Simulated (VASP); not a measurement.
# LiCl in VASP: notebook

LiCl is run at these levels: r2SCAN, PBE; tasks: single point.

Everything below comes from runs of VASP 6.6.1. Logs are shortened: lines on timing, memory, paths and dates and some standing lists are left out, and cuts for length are marked.

## (1) The cell of the first run

It takes space group Fm-3m (No. 225, cubic). Conventional cell: a = 5.112 Å, b = 5.112 Å, c = 5.112 Å, α = 90.00°, β = 90.00°, γ = 90.00°. Li (site symmetry m-3m) has 6 Cl at 2.56 Å within 3.4 Å. Cl (site symmetry m-3m) has 6 Li at 2.56 Å within 3.4 Å.

## (2) Single point, r2SCAN

POSCAR

```
LiCl
1.0
    0.0000000000      2.5560369926      2.5560369926
    2.5560369926      0.0000000000      2.5560369926
    2.5560369926      2.5560369926      0.0000000000
Li Cl
1 1
Direct
    0.0000000000      0.0000000000      0.0000000000
    0.5000000000      0.5000000000      0.5000000000
```

INCAR.step1

```
SYSTEM = LiCl
ALGO = Normal ; EDIFF = 1E-4
ENCUT = 520 ; GGA = PE
ISMEAR = 0 ; LASPH = .TRUE.
LCHARG = .FALSE. ; LREAL = .FALSE.
LWAVE = .TRUE. ; NBANDS = 12
NELM = 60 ; PREC = Accurate
SIGMA = 0.01
```

INCAR.step2

```
SYSTEM = LiCl
ALGO = Normal ; EDIFF = 1E-6
ENCUT = 520 ; ISIF = 2
ISMEAR = 0 ; ISTART = 1
LASPH = .TRUE. ; LCHARG = .FALSE.
LMIXTAU = .TRUE. ; LREAL = .FALSE.
LWAVE = .FALSE. ; METAGGA = R2SCAN
NBANDS = 12 ; NELM = 60
PREC = Accurate ; SIGMA = 0.01
```

KPOINTS

```
k-points
0
G
  8 8 8
  0 0 0
```

Potentials or basis: VASP PAW PBE potentials, release 64 (Li_sv, Cl).

Command:

```sh
$ cat potpaw_PBE.64/Li_sv/POTCAR potpaw_PBE.64/Cl/POTCAR > POTCAR
$ cp INCAR.step1 INCAR
$ mpirun -np 1 vasp_std > vasp.out
$ cp INCAR.step2 INCAR
$ mpirun -np 1 vasp_std > vasp.out
```

OUTCAR:

```text
SYSTEM = LiCl
   EDIFF = 1E-6
   ENCUT = 520
   ISIF = 2
   ISMEAR = 0
   ISTART = 1
   LASPH = .TRUE.
   LREAL = .FALSE.
   METAGGA = R2SCAN
   NELM = 60
   PREC = Accurate

 ion  position               nearest neighbor table
   1  0.000  0.000  0.000-   2 2.56   2 2.56   2 2.56   2 2.56   2 2.56   2 2.56
   2  0.500  0.500  0.500-   1 2.56   1 2.56   1 2.56   1 2.56   1 2.56   1 2.56

  LATTYP: Found a face centered cubic cell.
 ALAT       =     5.1120739852

  Lattice vectors:

 A1 = (   0.0000000000,   2.5560369926,   2.5560369926)
 A2 = (   2.5560369926,   0.0000000000,   2.5560369926)
 A3 = (   2.5560369926,   2.5560369926,   0.0000000000)

Analysis of symmetry for initial positions (statically):
=====================================================================
 Subroutine PRICEL returns:
 Original cell was already a primitive cell.

 Routine SETGRP: Setting up the symmetry group for a
 face centered cubic supercell.

 Subroutine GETGRP returns: Found 48 space group operations
 (whereof 48 operations were pure point group operations)
 out of a pool of 48 trial point group operations.

The static configuration has the point symmetry O_h .

Analysis of symmetry for dynamics (positions and initial velocities):
=====================================================================
 Subroutine PRICEL returns:
 Original cell was already a primitive cell.

 Routine SETGRP: Setting up the symmetry group for a
 face centered cubic supercell.

 Subroutine GETGRP returns: Found 48 space group operations
 (whereof 48 operations were pure point group operations)
 out of a pool of 48 trial point group operations.

The dynamic configuration has the point symmetry O_h .

 Subroutine INISYM returns: Found 48 space group operations
 (whereof 48 operations are pure point group operations),
 and found     1 'primitive' translations

----------------------------------------------------------------------------------------

                                     Primitive cell

  volume of cell :      33.3988

  direct lattice vectors                    reciprocal lattice vectors
     0.000000000  2.556036993  2.556036993    -0.195615322  0.195615322  0.195615322
     2.556036993  0.000000000  2.556036993     0.195615322 -0.195615322  0.195615322
     2.556036993  2.556036993  0.000000000     0.195615322  0.195615322 -0.195615322

  length of vectors
     3.614782181  3.614782181  3.614782181     0.338815677  0.338815677  0.338815677

  position of ions in fractional coordinates (direct lattice)
     0.000000000  0.000000000  0.000000000
     0.500000000  0.500000000  0.500000000

  ion indices of the primitive-cell ions
   primitive index   ion index
[... 87 lines left out ...]
   EMIN   =  10.00;   EMAX   =-10.00  energy-range for DOS
   EFERMI =   0.00;   METHOD = LEGACY
   ISMEAR =     0;   SIGMA  =   0.01  broadening in eV -4-tet -1-fermi 0-gaus
   EFERMI_NEDOS =   21; number of points for ismear=-14 and -15
   IALGO  =     38    algorithm
   IMIX   =      4    mixing-type and parameters
     AMIX     =   0.40;   BMIX     =  1.00
     AMIX_MAG =   1.60;   BMIX_MAG =  1.00
  volume/ion in A,a.u.               =      16.70       112.69
  Fermi-wavevector in a.u.,A,eV,Ry     =   1.095211  2.069648 16.320006  1.199487
  Thomas-Fermi vector in A             =   2.231530
   LORBIT       =      0    0 simple, 1 ext, 2 COOP (PROOUT), +10 PAW based schemes
   METAGGA = R2SCAN    functional components
   LHFCALC =     F    Hartree Fock is set to
   AEXX    =    0.0000 exact exchange contribution
   IVDW    =     0    specifies the selected vdW correction
   LEPSILON=     F    determine dielectric tensor
   LRPA    =     F    only Hartree local field effects (RPA)
 non-spin polarized calculation
 Gauss-broadening in eV      SIGMA  =   0.01
  energy-cutoff  :      520.00
  volume of cell :       33.40
 maximum number of plane-waves:       934
   NGX = 13   NGY = 13   NGZ = 13

 number of electron      10.0000003 magnetization

 Free energy of the ion-electron system (eV)
  ---------------------------------------------------
  ext. energy  EPLUGINS =         0.00000000
  ---------------------------------------------------
  free energy    TOTEN  =       -12.58810255 eV

  energy without entropy =      -12.58810255  energy(sigma->0) =      -12.58810255

 E-fermi :   0.3803     XC(G=0):  -9.2109

 val. band max:        0.2663012237   @ k =   0.0000   0.0000   0.0000
 cond. band min:       7.6266214639   @ k =   0.0000   0.0000   0.0000
 fundamental gap:      7.3603202402
 Fermi energy:         0.3803156571

 k-point     1 :       0.0000    0.0000    0.0000
  band No.  band energies     occupation
      1     -44.5317      2.00000
      2     -13.7544      2.00000
      3       0.2663      2.00000
      4       0.2663      2.00000
      5       0.2663      2.00000
      6       7.6266      0.00000
      7      12.9370      0.00000
      8      12.9370      0.00000
      9      12.9370      0.00000
     10      15.6736      0.00000
     11      15.6736      0.00000
     12      16.1903      0.00000
[... 331 lines left out ...]
 k-point    24 :      -0.3750    0.2500    0.1250
  band No.  band energies     occupation
      1     -44.5285      2.00000
      2     -13.0368      2.00000
      3      -2.3435      2.00000
      4      -1.0767      2.00000
      5      -0.3390      2.00000
      6       9.3093      0.00000
      7      10.4482      0.00000
      8      11.7225      0.00000
      9      13.0887      0.00000
     10      16.8156      0.00000
     11      17.6710      0.00000
     12      19.5275      0.00000

 [... further k-points ...]

------------------------ aborting loop because EDIFF is reached ----------------------------------------

  FORCE on cell =-STRESS in cart. coord.  units (eV):
  Direction    XX          YY          ZZ          XY          YZ          ZX
  --------------------------------------------------------------------------------------
  -------------------------------------------------------------------------------------
  Total       -0.0987489     -0.0987489     -0.0987489     -0.0000000      0.0000000      0.0000000
  in kB       -4.7370888     -4.7370888     -4.7370888     -0.0000000      0.0000000      0.0000000
  external PRESSURE =      -4.7370888 kB  Pullay stress =       0.0000000 kB

 VOLUME and BASIS-vectors are now :
 -----------------------------------------------------------------------------
  energy-cutoff  :      520.00
  volume of cell :       33.40
      direct lattice vectors                 reciprocal lattice vectors
     0.000000000  2.556036993  2.556036993    -0.195615322  0.195615322  0.195615322
     2.556036993  0.000000000  2.556036993     0.195615322 -0.195615322  0.195615322
     2.556036993  2.556036993  0.000000000     0.195615322  0.195615322 -0.195615322

 POSITION                                       TOTAL-FORCE (eV/Angst)
 -----------------------------------------------------------------------------------
      0.00000      0.00000      0.00000         0.000000     -0.000000      0.000000
      2.55604      2.55604      2.55604        -0.000000      0.000000     -0.000000
 -----------------------------------------------------------------------------------
    total drift:                                0.000000      0.000000      0.000000

  FREE ENERGIE OF THE ION-ELECTRON SYSTEM (eV)
  ---------------------------------------------------
  free  energy   TOTEN  =       -12.5881025477 eV

  energy  without entropy=      -12.5881025477  energy(sigma->0) =      -12.58810255
```

OUTCAR.step1:

```text
SYSTEM = LiCl
   EDIFF = 1E-4
   ENCUT = 520
   GGA = PE
   ISMEAR = 0
   LASPH = .TRUE.
   LREAL = .FALSE.
[... 580 lines left out ...]
      0.00000      0.00000      0.00000        -0.000000      0.000000     -0.000000
      2.55604      2.55604      2.55604         0.000000     -0.000000      0.000000
 -----------------------------------------------------------------------------------
    total drift:                                0.000000      0.000000      0.000000

  FREE ENERGIE OF THE ION-ELECTRON SYSTEM (eV)
  ---------------------------------------------------
  free  energy   TOTEN  =        -7.3845175027 eV

  energy  without entropy=       -7.3845175027  energy(sigma->0) =       -7.38451750
```

OSZICAR.step1:

```text
N       E                     dE             d eps       ncg     rms          rms(c)
DAV:   1     0.408622763745E+02    0.40862E+02   -0.39880E+03   696   0.760E+02
DAV:   2    -0.492296774613E+01   -0.45785E+02   -0.43465E+02   868   0.145E+02
DAV:   3    -0.738877578500E+01   -0.24658E+01   -0.24576E+01   916   0.339E+01
DAV:   4    -0.744790047585E+01   -0.59125E-01   -0.59103E-01   980   0.541E+00
DAV:   5    -0.744838487099E+01   -0.48440E-03   -0.48439E-03   908   0.499E-01    0.240E+00
DAV:   6    -0.737878294016E+01    0.69602E-01   -0.14781E-01   864   0.181E+00    0.171E+00
DAV:   7    -0.738049365499E+01   -0.17107E-02   -0.48801E-02  1068   0.116E+00    0.927E-01
DAV:   8    -0.738455674789E+01   -0.40631E-02   -0.61807E-03   820   0.542E-01    0.153E-01
DAV:   9    -0.738451750272E+01    0.39245E-04   -0.19265E-04   856   0.965E-02
   1 F= -.73845175E+01 E0= -.73845175E+01  d E =-.211565E-13
```

It took 24 s on 1 thread of Intel Xeon 6975P-C (Granite Rapids), shared host; peak memory 0.15 GiB.

Results:

```yaml
Free_energy: -12.5881 eV
Band_gap_on_the_k_mesh: 7.36 eV, direct
```

Levels at points of the mesh, in eV from the valence-band top:
```
           k point  band 3  band 4  band 5  band 6  band 7  band 8
(0.00, 0.00, 0.00)    0.00    0.00    0.00    7.36   12.67   12.67
(0.50, 0.00, 0.00)   -2.88   -0.28   -0.28    7.55   10.32   10.32
(0.50, 0.50, 0.00)   -2.98   -1.14   -1.14    8.79    8.91   13.67
```

Caveat: the cutoff is under 1.25 times the usual one of these potentials, so pressure, stress and relaxed cells hold a basis-set (Pulay) error; the PAW data sets were made with another functional, which shifts forces and pressure a little. A k mesh can miss the band edges.

## (3) Single point, PBE (uniaxial x strain -0.5%)

INCAR

```
ALGO = Normal ; EDIFF = 1E-7
ENCUT = 520 ; GGA = PE
ISIF = 2 ; ISMEAR = -1
LASPH = T ; LCHARG = T
LELF = T ; LREAL = F
LVHAR = T ; LWAVE = F
NBANDS = 12 ; NELM = 80
PREC = Accurate ; SIGMA = 0.02
```

KPOINTS

```
k-points
0
Gamma
  8 8 8
```

POSCAR

```
LiCl
1.0
    0.0000000000      2.5560369926      2.5560369926
    2.5432568076      0.0000000000      2.5560369926
    2.5432568076      2.5560369926      0.0000000000
Li Cl
1 1
Direct
    0.0000000000      0.0000000000      0.0000000000
    0.5000000000      0.5000000000      0.5000000000
```

Potentials or basis: VASP PAW PBE potentials, release 64 (Li_sv, Cl).

Command:

```sh
$ cat potpaw_PBE.64/Li_sv/POTCAR potpaw_PBE.64/Cl/POTCAR > POTCAR
$ mpirun -np 1 vasp_std > vasp.out
```

Run time: 13 s. Hardware: 1 thread of Intel Xeon 6975P-C (Granite Rapids), shared host; peak memory 0.15 GiB.

The run converged. Its results:

* Free energy: -7.3837 eV
* Band gap on the k mesh: 6.42 eV, direct

Levels at points of the mesh, in eV from the valence-band top:
| k point | band 2 | band 3 | band 4 | band 5 | band 6 | band 7 | band 8 | band 9 |
| --- | --- | --- | --- | --- | --- | --- | --- | --- |
| (0.00, 0.00, 0.00) | -13.46 | -0.01 | 0.00 | 0.00 | 6.42 | 11.93 | 11.93 | 11.98 |
| (0.50, 0.00, 0.00) | -12.87 | -2.88 | -0.27 | -0.26 | 6.77 | 9.48 | 9.52 | 13.13 |
| (0.50, 0.50, 0.00) | -12.61 | -2.97 | -1.15 | -1.11 | 7.92 | 8.27 | 12.54 | 14.19 |
| (0.00, 0.50, 0.50) | -12.60 | -2.97 | -1.14 | -1.14 | 7.91 | 8.25 | 12.61 | 14.21 |

Caveat: the cell differs from its parent crystal (uniaxial x strain -0.5%); the cutoff is under 1.25 times the usual one of these potentials, so pressure, stress and relaxed cells hold a basis-set (Pulay) error. A k mesh can miss the band edges.
